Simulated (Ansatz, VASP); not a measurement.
## SiC in VASP and in Ansatz

The input POSCAR:

```
SiC
1.0
    3.0880362775      0.0149273412     -0.0225395276
   -1.5310906821      2.6595929594      0.0066777346
   -0.0369894675     -0.0087017636      5.0335439936
Si C
2 2
Direct
    0.3170686514      0.6784063763      0.0041401626
    0.6149750670      0.2835410403      0.4886252857
    0.3152115151      0.6167476170      0.3705276305
    0.7527447664      0.4213049665      0.9067069212
```

Contents of INCAR.step1:

```
SYSTEM = SiC
ALGO = Normal ; EDIFF = 1E-4
ENCUT = 520 ; GGA = PE
ISMEAR = 0 ; LASPH = .True.
LCHARG = .False. ; LREAL = .False.
LWAVE = .True. ; NBANDS = 16
NELM = 80 ; PREC = Accurate
SIGMA = 0.05
```

INCAR.step2

```
SYSTEM = SiC
ALGO = Normal ; EDIFF = 1E-6
ENCUT = 520 ; ISIF = 2
ISMEAR = 0 ; ISTART = 1
LASPH = .True. ; LCHARG = .False.
LMIXTAU = .True. ; LREAL = .False.
LWAVE = .False. ; METAGGA = R2SCAN
NBANDS = 16 ; NELM = 80
PREC = Accurate ; SIGMA = 0.05
```

Contents of KPOINTS:

```
k-points
0
Gamma
  12 12 6
  0 0 0
```

Input for Ansatz:

```yaml
crystal:
  lattice:
    - [3.0880362775, 0.0149273412, -0.0225395276]
    - [-1.5310906821, 2.6595929594, 0.0066777346]
    - [-0.0369894675, -0.0087017636, 5.0335439936]
  atoms:
    - { symbol: Si, position: [0.3170686514, 0.6784063763, 0.0041401626] }
    - { symbol: Si, position: [0.614975067, 0.2835410403, 0.4886252857] }
    - { symbol: C, position: [0.3152115151, 0.616747617, 0.3705276305] }
    - { symbol: C, position: [0.7527447664, 0.4213049665, 0.9067069212] }
basis:
  ecutwfc: 500
kpoints:
  mp_grid: { grid: [12, 12, 6] }
hamiltonian:
  xc: r2scan
scf:
  occupations: { method: gaussian, width: 0.05 }
output:
  forces: true
  stress: true
  eigenvalues: true
```

Change from the starting cell: all atoms moved at random (sigma 0.15 Å a component), cell strained at random (sigma 0.01).

Alike in both runs: task single point; functional r2SCAN; k mesh 12 × 12 × 6; occupations gaussian, width 0.05 eV; no spin polarisation.

|  | VASP | Ansatz |
| --- | --- | --- |
| version | VASP 6.6.1 | Ansatz 0.2.0 |
| potentials or method | VASP PAW PBE potentials, release 64 (Si, C), cutoff 520 eV | scalar-relativistic, plane waves, PAW |
| valence electrons in the cell | 16 | 16 |

```tsv
	VASP	Ansatz	Ansatz less VASP
gap on the k mesh at the Fermi level (eV)	2.09	2.08	-0.008
least direct gap on the mesh (eV)	3.89	3.88	-0.010
pressure (GPa)	11.1	11.5	+0.34
traceless stress, the component that is largest in VASP (GPa)	17.67	17.83	+0.163
rms of the force components (eV/Å)	4.417	4.438	+0.0208
```

VASP's potentials were made for PBE, not for r2SCAN. Atom by atom the forces differ by 0.022 eV/Å (rms over components). The functional is the same, so the differences come from potentials, cutoffs and numerics.
